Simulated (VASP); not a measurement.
# Mg2CdS3 in VASP: single point with PBEsol

Aim: the single point of Mg2CdS3 with PBEsol.

Program: VASP 6.6.1. These are calculated values, not measurements. Logs are shortened: lines on timing, memory, paths and dates and some standing lists are left out, and cuts for length are marked.

## Step 1: The cell of the first run

The typed cell holds 6 atoms: a = 5.254 Å, b = 3.736 Å, c = 6.448 Å, α = 73.16°, β = 65.96°, γ = 90.00°.

## Step 2: Single point, PBEsol

Input file INCAR:

```
SYSTEM = Mg2CdS3
ALGO     = Normal         ! electronic algorithm
EDIFF    = 1E-7           ! SCF threshold, eV
ENCUT    = 520            ! plane-wave cutoff, eV
GGA      = PS             ! functional
ISIF     = 2              ! what is computed and relaxed
ISMEAR   = -1             ! smearing method
LASPH    = .TRUE.         ! aspherical terms in the spheres
LCHARG   = .FALSE.        ! write CHGCAR
LREAL    = .FALSE.        ! projectors in reciprocal space
LWAVE    = .FALSE.        ! write WAVECAR
NBANDS   = 26             ! bands
NELM     = 60             ! most SCF steps
PREC     = Accurate       ! precision mode
SIGMA    = 0.05           ! smearing width, eV
```

Input file KPOINTS:

```
k-points
0
G
  4 4 4
  0 0 0
```

Input file POSCAR:

```
Mg2CdS3
1.0
    3.7319400414      0.9775590978      3.5669426819
   -2.6282979388      0.8215719021      2.5244138870
    0.4203970813     -4.4477779558      4.6488351737
Mg Cd S
2 1 3
Direct
    0.1667503964      0.0796722203      0.2514909704
    0.8346236831      0.7475654163      0.9156640560
    0.5006869733      0.4136237637      0.5835787499
    0.3274960469      0.7404518956     -0.0700810296
    0.6738770729      0.0867871975      0.2372372926
    0.0006868272      0.4136153066      0.5835783760
```

Potentials or basis: VASP PAW PBE potentials, release 64 (Mg, Cd, S).

Command:

```sh
> cat potpaw_PBE.64/Mg/POTCAR potpaw_PBE.64/Cd/POTCAR potpaw_PBE.64/S/POTCAR > POTCAR
> mpirun -np 1 vasp_std > vasp.out
```

OUTCAR:

```text
SYSTEM = Mg2CdS3
   EDIFF = 1E-7
   ENCUT = 520
   GGA = PS
   ISIF = 2
   ISMEAR = -1
   LASPH = .TRUE.
   LREAL = .FALSE.
   NELM = 60
   PREC = Accurate

 ion  position               nearest neighbor table
   1  0.167  0.080  0.251-   4 2.59   4 2.59   5 2.63   5 2.63   6 2.63   6 2.63   3 3.72   3 3.72
                             3 3.72   3 3.72
   2  0.835  0.748  0.916-   5 2.59   5 2.59   4 2.63   4 2.63   6 2.63   6 2.63   3 3.72   3 3.72
                             3 3.72   3 3.72
   3  0.501  0.414  0.584-   6 2.63   6 2.63   4 2.69   5 2.69   5 2.69   4 2.69   2 3.72   1 3.72
                             1 3.72   2 3.72   2 3.72   1 3.72   1 3.72   2 3.72
   4  0.327  0.740  0.930-   1 2.59   1 2.59   2 2.63   2 2.63   3 2.69   3 2.69
   5  0.674  0.087  0.237-   2 2.59   2 2.59   1 2.63   1 2.63   3 2.69   3 2.69
   6  0.001  0.414  0.584-   3 2.63   3 2.63   1 2.63   2 2.63   2 2.63   1 2.63

  LATTYP: Found a triclinic cell.
 ALAT       =     9.8378518120
 B/A-ratio  =     0.5340747941
 C/A-ratio  =     1.1352146477
 COS(alpha) =     0.0000190227
 COS(beta)  =     0.5676155160
 COS(gamma) =     0.8011125842

  Lattice vectors:

 A1 = (  -4.1523371227,   3.4702188580,  -8.2157778556)
 A2 = (  -3.7319400414,  -0.9775590978,  -3.5669426819)
 A3 = (   0.2628479400,  10.6946869115,  -3.2063137785)

Analysis of symmetry for initial positions (statically):
=====================================================================
 Subroutine PRICEL returns:
 Original cell was already a primitive cell.

 Routine SETGRP: Setting up the symmetry group for a
 triclinic supercell.

 Subroutine GETGRP returns: Found  1 space group operations
 (whereof  1 operations were pure point group operations)
 out of a pool of  2 trial point group operations.

The static configuration has the point symmetry C_1 .

Analysis of symmetry for dynamics (positions and initial velocities):
=====================================================================
 Subroutine PRICEL returns:
 Original cell was already a primitive cell.

 Routine SETGRP: Setting up the symmetry group for a
 triclinic supercell.

 Subroutine GETGRP returns: Found  1 space group operations
 (whereof  1 operations were pure point group operations)
 out of a pool of  2 trial point group operations.

The dynamic configuration has the point symmetry C_1 .

 Subroutine INISYM returns: Found  1 space group operations
 (whereof  1 operations are pure point group operations),
 and found     1 'primitive' translations

----------------------------------------------------------------------------------------

                                     Primitive cell

  volume of cell :     109.6036

  direct lattice vectors                    reciprocal lattice vectors
     3.731940041  0.977559098  3.566942682     0.137289148  0.121161898  0.103506630
    -2.628297939  0.821571902  2.524413887    -0.186211769  0.144608771  0.155193841
     0.420397081 -4.447777956  4.648835174    -0.004221906 -0.171490256  0.051415954

  length of vectors
     5.254148681  3.735718929  6.447567830     0.210338152  0.282261666  0.179081916

  position of ions in fractional coordinates (direct lattice)
     0.166750396  0.079672220  0.251490970
     0.834623683  0.747565416  0.915664056
     0.500686973  0.413623764  0.583578750
     0.327496047  0.740451896  0.929918970
     0.673877073  0.086787198  0.237237293
     0.000686827  0.413615307  0.583578376

  ion indices of the primitive-cell ions
   primitive index   ion index
                 1           1
                 2           2
                 3           3
                 4           4
                 5           5
                 6           6

----------------------------------------------------------------------------------------

 KPOINTS: k-points

Automatic generation of k-mesh.
 Grid dimensions read from file:
 generate k-points for:    4    4    4

 Generating k-lattice:

  Cartesian coordinates                     Fractional coordinates (reciprocal lattice)
     0.034322287  0.030290474  0.025876657     0.250000000  0.000000000  0.000000000
    -0.046552942  0.036152193  0.038798460     0.000000000  0.250000000 -0.000000000
    -0.001055477 -0.042872564  0.012853989     0.000000000 -0.000000000  0.250000000

  Length of vectors
     0.052584538  0.070565416  0.044770479

  Shift w.r.t. Gamma in fractional coordinates (k-lattice)
     0.000000000  0.000000000  0.000000000

 Subroutine IBZKPT returns following result:
 ===========================================

 Found     36 irreducible k-points:

 Following reciprocal coordinates:
            Coordinates               Weight
  0.000000  0.000000  0.000000      1.000000
  0.250000 -0.000000 -0.000000      2.000000
 -0.250000  0.000000 -0.250000      2.000000
  0.500000 -0.000000 -0.000000      1.000000
  0.500000 -0.000000  0.500000      1.000000
  0.000000  0.250000 -0.000000      2.000000
[... 16 lines left out ...]
  0.500000  0.250000  0.250000      2.000000
  0.500000 -0.250000  0.500000      2.000000
 [... further k-points ...]
   k-points           NKPTS =     36   k-points in BZ     NKDIM =     36   number of bands    NBANDS=     26
   number of dos      NEDOS =    301   number of ions     NIONS =      6
   total plane-waves  NPLWV =  53760
   dimension x,y,z NGX =    40 NGY =   28 NGZ =   48
   dimension x,y,z NGXF=    80 NGYF=   56 NGZF=   96
   ions per type =               2   1   3
   NGX,Y,Z   is equivalent  to a cutoff of  12.66, 12.46, 12.38 a.u.
   NGXF,Y,Z  is equivalent  to a cutoff of  25.31, 24.92, 24.75 a.u.
 SYSTEM =  Mg2CdS3
   PREC   = accura    normal or accurate (medium, high low for compatibility)
   ISTART =      0    job   : 0-new  1-cont  2-samecut
   ICHARG =      2    charge: 1-file 2-atom 10-const
   ISPIN  =      1    spin polarized calculation?
   LNONCOLLINEAR =      F non collinear calculations
   LSORBIT =      F    spin-orbit coupling
   LASPH  =      T    aspherical Exc in radial PAW
   ENCUT  =  520.0 eV  38.22 Ry    6.18 a.u.   9.77  6.95 11.99*2*pi/ulx,y,z
   NELM   =     60;   NELMIN=  2; NELMDL= -5     # of ELM steps
   EDIFF  = 0.1E-06   stopping-criterion for ELM
   LREAL  =      F    real-space projection
   EDIFFG = 0.1E-05   stopping-criterion for IOM
   NSW    =      0    number of steps for IOM
   IBRION =     -1    ionic relax: 0-MD 1-quasi-New 2-CG
   NFREE  =      0    steps in history (QN), initial steepest desc. (CG)
   ISIF   =      2    stress and relaxation
   ISYM   =      2    0-nonsym 1-usesym 2-fastsym
   POTIM  = 0.5000    time-step for ionic-motion
   TEBEG  =    0.0;   TEEND  =   0.0 temperature during run
   PSTRESS=    0.0 pullay stress
   NELECT =      34.0000    total number of electrons
   NUPDOWN=      -1.0000    fix difference up-down
   EMIN   =  10.00;   EMAX   =-10.00  energy-range for DOS
   EFERMI =   0.00;   METHOD = LEGACY
   ISMEAR =    -1;   SIGMA  =   0.05  broadening in eV -4-tet -1-fermi 0-gaus
   EFERMI_NEDOS =   21; number of points for ismear=-14 and -15
   IALGO  =     38    algorithm
   IMIX   =      4    mixing-type and parameters
     AMIX     =   0.40;   BMIX     =  1.00
     AMIX_MAG =   1.60;   BMIX_MAG =  1.00
  volume/ion in A,a.u.               =      18.27       123.27
  Fermi-wavevector in a.u.,A,eV,Ry     =   1.108221  2.094233 16.710033  1.228153
  Thomas-Fermi vector in A             =   2.244745
   LORBIT       =      0    0 simple, 1 ext, 2 COOP (PROOUT), +10 PAW based schemes
   GGA     = PS    functional components
   LHFCALC =     F    Hartree Fock is set to
   AEXX    =    0.0000 exact exchange contribution
   IVDW    =     0    specifies the selected vdW correction
   LEPSILON=     F    determine dielectric tensor
   LRPA    =     F    only Hartree local field effects (RPA)
 non-spin polarized calculation
  energy-cutoff  :      520.00
  volume of cell :      109.60
 maximum number of plane-waves:      2970
   NGX = 19   NGY = 13   NGZ = 23

 number of electron      33.9999999 magnetization

 Free energy of the ion-electron system (eV)
  ---------------------------------------------------
  ext. energy  EPLUGINS =         0.00000000
  ---------------------------------------------------
  free energy    TOTEN  =       -24.65972633 eV

  energy without entropy =      -24.65972628  energy(sigma->0) =      -24.65972630

 E-fermi :   4.3973     XC(G=0): -10.1848

 val. band max:        3.6953375647   @ k =  -0.0000   0.0000   0.5000
 cond. band min:       5.1279057464   @ k =   0.0000   0.5000  -0.0000
 fundamental gap:      1.4325681817
 Fermi energy:         4.3973193934

 k-point     1 :       0.0000    0.0000    0.0000
  band No.  band energies     occupation
      1      -9.3102      2.00000
      2      -8.0376      2.00000
      3      -7.6269      2.00000
      4      -4.0460      2.00000
      5      -4.0277      2.00000
      6      -3.9041      2.00000
[... 18 lines left out ...]
     25      11.7842      0.00000
     26      11.8256      0.00000

 k-point     2 :       0.2500   -0.0000   -0.0000
  band No.  band energies     occupation
      1      -9.0628      2.00000
      2      -8.0666      2.00000
      3      -7.8091      2.00000
      4      -4.0703      2.00000
      5      -4.0242      2.00000
      6      -3.9373      2.00000
[... 18 lines left out ...]
     25      11.6925      0.00000
     26      11.8908      0.00000

 k-point     3 :      -0.2500    0.0000   -0.2500
  band No.  band energies     occupation
      1      -9.0628      2.00000
      2      -8.0666      2.00000
      3      -7.8090      2.00000
      4      -4.0703      2.00000
      5      -4.0242      2.00000
      6      -3.9373      2.00000
[... 18 lines left out ...]
     25      11.6928      0.00000
     26      11.9374      0.00000

 k-point     4 :       0.5000   -0.0000   -0.0000
  band No.  band energies     occupation
      1      -8.4671      2.00000
      2      -8.4624      2.00000
      3      -7.9789      2.00000
      4      -4.2758      2.00000
      5      -4.0207      2.00000
      6      -3.9976      2.00000
[... 18 lines left out ...]
     25      10.4520      0.00000
     26      10.8789      0.00000

 k-point     5 :       0.5000   -0.0000    0.5000
  band No.  band energies     occupation
      1      -8.4670      2.00000
      2      -8.4626      2.00000
      3      -7.9788      2.00000
      4      -4.2758      2.00000
      5      -4.0207      2.00000
      6      -3.9976      2.00000
[... 18 lines left out ...]
     25      10.4516      0.00000
     26      10.8794      0.00000

 k-point     6 :       0.0000    0.2500   -0.0000
  band No.  band energies     occupation
      1      -8.8989      2.00000
      2      -7.9504      2.00000
      3      -7.7100      2.00000
      4      -3.8844      2.00000
      5      -3.8661      2.00000
      6      -3.8582      2.00000
[... 427 lines left out ...]
 k-point    21 :       0.2500   -0.0000    0.5000
  band No.  band energies     occupation
      1      -8.7478      2.00000
      2      -8.2883      2.00000
      3      -8.0341      2.00000
      4      -4.0604      2.00000
      5      -4.0184      2.00000
      6      -3.9165      2.00000
[... 18 lines left out ...]
     25      11.2019      0.00000
     26      11.3107      0.00000

 k-point    22 :       0.2500    0.2500    0.2500
  band No.  band energies     occupation
      1      -8.7526      2.00000
      2      -7.8890      2.00000
      3      -7.7840      2.00000
      4      -3.9242      2.00000
      5      -3.9211      2.00000
      6      -3.8737      2.00000
[... 18 lines left out ...]
     25      11.3066      0.00000
     26      12.0134      0.00000

 k-point    23 :       0.5000    0.2500    0.2500
  band No.  band energies     occupation
      1      -8.3049      2.00000
      2      -8.1082      2.00000
      3      -7.9114      2.00000
      4      -4.2432      2.00000
      5      -3.9635      2.00000
      6      -3.9201      2.00000
[... 18 lines left out ...]
     25      11.0722      0.00000
     26      11.2532      0.00000

 k-point    24 :       0.5000   -0.2500    0.5000
  band No.  band energies     occupation
      1      -8.3049      2.00000
      2      -8.1084      2.00000
      3      -7.9113      2.00000
      4      -4.2432      2.00000
      5      -3.9635      2.00000
      6      -3.9201      2.00000
[... 18 lines left out ...]
     25      11.0729      0.00000
     26      11.2821      0.00000

 [... further k-points ...]
[... 5 lines left out ...]
  --------------------------------------------------------------------------------------
  -------------------------------------------------------------------------------------
  Total        0.0571850      0.0535407      0.0603889      0.0058528      0.0010092      0.0157061
  in kB        0.8359254      0.7826545      0.8827598      0.0855556      0.0147525      0.2295912
  external PRESSURE =       0.8337799 kB  Pullay stress =       0.0000000 kB

 VOLUME and BASIS-vectors are now :
 -----------------------------------------------------------------------------
  energy-cutoff  :      520.00
  volume of cell :      109.60
      direct lattice vectors                 reciprocal lattice vectors
     3.731940041  0.977559098  3.566942682     0.137289148  0.121161898  0.103506630
    -2.628297939  0.821571902  2.524413887    -0.186211769  0.144608771  0.155193841
     0.420397081 -4.447777956  4.648835174    -0.004221906 -0.171490256  0.051415954

 POSITION                                       TOTAL-FORCE (eV/Angst)
 -----------------------------------------------------------------------------------
      0.51863     -0.89011      1.96505         0.000048      0.001982     -0.000801
      1.53488     -2.64260      9.12099         0.000031     -0.002077      0.000738
      1.02674     -1.76636      5.54304        -0.000210      0.000122      0.000080
     -0.33300     -3.20759      7.36041        -0.000564     -0.040844      0.012636
      2.38650     -0.32512      3.72564         0.000674      0.040757     -0.012634
     -0.83921     -2.25514      3.75955         0.000021      0.000060     -0.000019
 -----------------------------------------------------------------------------------
    total drift:                               -0.000244      0.000190      0.000228

  FREE ENERGIE OF THE ION-ELECTRON SYSTEM (eV)
  ---------------------------------------------------
  free  energy   TOTEN  =       -24.6597263276 eV

  energy  without entropy=      -24.6597262795  energy(sigma->0) =      -24.65972630
```

Run time: 40 s. Hardware: 1 thread of AMD EPYC 9R45 (Zen 5), shared host; peak memory 0.25 GiB.

Results:

```
Free energy            : -24.6597 eV
Pressure               : 0.1 GPa
Largest force          : 0.043 eV/Å
Band gap on the k mesh : 1.43 eV (least direct gap 1.52 eV)
```

Forces in eV/Å, atoms in the order of the input:
```
Mg   0.000  0.002 -0.001
Mg   0.000 -0.002  0.001
Cd   0.000  0.000  0.000
S   -0.001 -0.041  0.013
S    0.001  0.041 -0.013
S    0.000  0.000  0.000
```

Caveat: the k points lie up to 0.44 Å⁻¹ apart; the PAW data sets were made with another functional, which shifts forces and pressure a little.
